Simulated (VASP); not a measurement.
A run of VASP 6.6.1:

The input INCAR:

```
SYSTEM = NaYAgC6N6
ALGO = Normal
EDIFF = 1E-7
ENCUT = 520
GGA = PE
ISIF = 2
ISMEAR = 0
ISPIN = 2
LASPH = .True.
LCHARG = .False.
LMAXMIX = 4
LORBIT = 11
LREAL = Auto
LWAVE = .False.
MAGMOM = 0 0 1 0 0 0 0 0 0 0 0 0 0 0 0
NBANDS = 58
NELM = 150
PREC = Accurate
SIGMA = 0.1
```

File KPOINTS:

```
k-points
0
Gamma
  4 4 4
  0 0 0
```

Contents of POSCAR:

```
NaYAgC6N6
1.0
    0.0000000000      5.3960000000      5.3960000000
    5.3960000000      0.0000000000      5.3960000000
    5.3960000000      5.3960000000      0.0000000000
Na Y Ag C N
1 1 1 6 6
Direct
    0.7500000000      0.7500000000      0.7500000000
    0.0000000000      0.0000000000      0.0000000000
    0.5000000000      0.5000000000      0.5000000000
    0.8048554500      0.1951445500      0.1951445500
    0.1951445500      0.1951445500      0.8048554500
    0.8048554500      0.1951445500      0.8048554500
    0.1951445500      0.8048554500      0.8048554500
    0.8048554500      0.8048554500      0.1951445500
    0.1951445500      0.8048554500      0.1951445500
    0.6964418100      0.3035581900      0.3035581900
    0.3035581900      0.3035581900      0.6964418100
    0.6964418100      0.3035581900      0.6964418100
    0.3035581900      0.6964418100      0.6964418100
    0.6964418100      0.6964418100      0.3035581900
    0.3035581900      0.6964418100      0.3035581900
```

Potentials or basis: VASP PAW PBE potentials, release 64 (Na_pv, Y_sv, Ag, C, N).

Command:

```sh
$ cat potpaw_PBE.64/Na_pv/POTCAR potpaw_PBE.64/Y_sv/POTCAR potpaw_PBE.64/Ag/POTCAR potpaw_PBE.64/C/POTCAR potpaw_PBE.64/N/POTCAR > POTCAR
$ mpirun -np 1 vasp_std > vasp.out
```

Hardware: 1 thread of Intel Xeon 8259CL (shared host).

Q: How long does it take, and how much memory?

A: Wall time 50 min on 1 thread of Intel Xeon 8259CL (shared host), peak memory 0.81 GiB. Counts: scf iterations 34, k points 8.
